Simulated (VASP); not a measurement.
Input of a VASP 6.6.1 run:

File INCAR:

```
SYSTEM = Mo4C
PREC = Accurate
ENCUT = 520
EDIFF = 1E-6
ISMEAR = 0
SIGMA = 0.1
LREAL = .FALSE.
LASPH = .TRUE.
NELM = 100
ALGO = Normal
ISIF = 2
LWAVE = .FALSE.
LCHARG = .FALSE.
LDIPOL = .TRUE.
IDIPOL = 3
DIPOL = 0.5 0.5 0.332
GGA = CA
NBANDS = 38
```

File KPOINTS:

```
regular mesh
0
G
  9 9 1
  0 0 0
```

File POSCAR:

```
Mo4C
1.0
    3.1111816891      0.0000000000      0.0000000000
    0.0000000000      3.1111816891      0.0000000000
    0.0000000000      0.0000000000     21.5098172784
Mo C
4 1
Direct
    0.5000000000      0.5000000000      0.1859615983
    0.0000000000      0.0000000000      0.2582816382
    0.5000000000      0.5000000000      0.3325055024
    0.0000000000      0.0000000000      0.3956248056
    0.0000000000      0.0000000000      0.4872108927
```

Potentials or basis: VASP PAW LDA potentials, release 64 (Mo_sv, C).

Command:

```console
$ cat potpaw_LDA.64/Mo_sv/POTCAR potpaw_LDA.64/C/POTCAR > POTCAR
$ mpirun -np 1 vasp_std > vasp.out
```

Task: Predict the band gap on the k mesh.

Result: Zero (band 30 reaches 0.24 eV, above the bottom of band 31 at -0.12 eV).

Task: Estimate the largest force.

Result: 3.898 eV/Å.

Forces in eV/Å, atoms in the order of the input:
```
Mo   0.000  0.000  2.112
Mo   0.000  0.000 -2.336
Mo   0.000  0.000 -1.338
Mo   0.000  0.000  3.898
C    0.000  0.000 -2.337
```
